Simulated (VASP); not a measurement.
Write the native input for VASP 6.6.1 that does the following.

- Task: single point
- Functional: PBE
- Potentials or basis: VASP PAW PBE potentials, release 64 (H)
- Cutoff: 520 eV
- k mesh: 6 × 6 × 6
- Occupations: gaussian, width 0.05 eV
- Spin: no spin polarisation
- Dipole correction: no
- Further INCAR settings: ALGO = Normal; EDIFF = 1e-06; NBANDS = 14

The structure of H lies in POSCAR:

```
H
1.0
    3.7097352756     -3.7097352756      0.0000000000
    3.7097352756      3.7097352756      0.0000000000
   -3.7097352756      0.0000000000      4.5711281958
H
8
Direct
    0.4185113840      0.4993796880      0.9178910720
    0.2089455360      0.7089455360      0.4178910720
    0.9589455360      0.9589455360      0.9178910720
    0.7089455360      0.2089455360      0.4178910720
    0.0410544640      0.0410544640      0.0821089280
    0.7910544640      0.2910544640      0.5821089280
    0.5410544640      0.5410544640      0.0821089280
    0.2910544640      0.7910544640      0.5821089280
```

This cell differs from its parent crystal: atom 1 (H) moved +0.300 Å along Cartesian [0 1 0].

One way to write it, as run:

INCAR

```
SYSTEM = H
PREC = Accurate
ENCUT = 520
EDIFF = 1E-6
ISMEAR = 0
SIGMA = 0.05
LREAL = .FALSE.
LASPH = .TRUE.
NELM = 80
ALGO = Normal
ISIF = 2
LWAVE = .FALSE.
LCHARG = .FALSE.
GGA = PE
NBANDS = 14
```

KPOINTS

```
regular mesh
0
G
  6 6 6
  0 0 0
```

Potentials or basis: VASP PAW PBE potentials, release 64 (H).

Run with:

```console
$ cat potpaw_PBE.64/H/POTCAR > POTCAR
$ mpirun -np 1 vasp_std > vasp.out
```

Results of the run:

```json
{"Pressure": "-0.7 GPa", "Largest force": "1.665 eV/Å", "Band gap on the k mesh": "8.90 eV, indirect (least direct gap 9.26 eV)"}
```

Caveat: the cell differs from its parent crystal (atom 1 (H) moved +0.300 Å along Cartesian [0 1 0]); forces of over 1 eV/Å act on the atoms, so gaps and moduli don't describe the material at rest.

Wall time 37 s on 1 thread of Intel(R) Xeon(R) 6975P-C (Granite Rapids) (shared host), peak memory 0.29 GiB.
